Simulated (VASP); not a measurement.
A run of VASP 6.6.1 is set up as follows.

INCAR

```
PREC = Accurate
ENCUT = 500
EDIFF = 1E-7
ISMEAR = -1
SIGMA = 0.02
LREAL = False
LASPH = True
NELM = 120
ALGO = Normal
ISIF = 3
LWAVE = False
LCHARG = False
GGA = PE
IBRION = 2
NSW = 80
EDIFFG = -0.005
GGA_COMPAT = False
NELMIN = 4
```

File KPOINTS:

```
Automatic mesh
0
Gamma
  12 12 4
```

The input POSCAR:

```
Al2GaAs3
1.0
    3.8506523088      0.0000000000      0.0000000000
   -1.9253261544      3.3347627205      0.0000000000
    0.0000000000      0.0000000000      9.4321333333
Al Ga As
2 1 3
Direct
    0.0000000000      0.0000000000      0.0000000000
    0.6666666667      0.3333333333      0.6666666667
    0.3333333333      0.6666666667      0.3333333333
    0.6666666667      0.3333333333      0.9166666667
    0.3333333333      0.6666666667      0.5833333333
    0.0000000000      0.0000000000      0.2500000000
```

Potentials or basis: VASP PAW PBE potentials, release 64 (Al, Ga_d, As).

The run is started by

```sh
$ cat potpaw_PBE.64/Al/POTCAR potpaw_PBE.64/Ga_d/POTCAR potpaw_PBE.64/As/POTCAR > POTCAR
$ mpirun -np 1 vasp_std > vasp.out
```

Problem. What does it give for the band gap on the k mesh?

Solution. 0.94 eV.

Problem. What does it give for the space group after relaxing (to 0.1 Å)?

Solution. P3m1 (No. 156).

Forces on the atoms (eV/Å):
```
Al   0.000  0.000 -0.004
Al   0.000  0.000  0.004
Ga   0.000  0.000  0.000
As   0.000  0.000 -0.002
As   0.000  0.000  0.000
As   0.000  0.000  0.001
```

 A k mesh can miss the band edges.
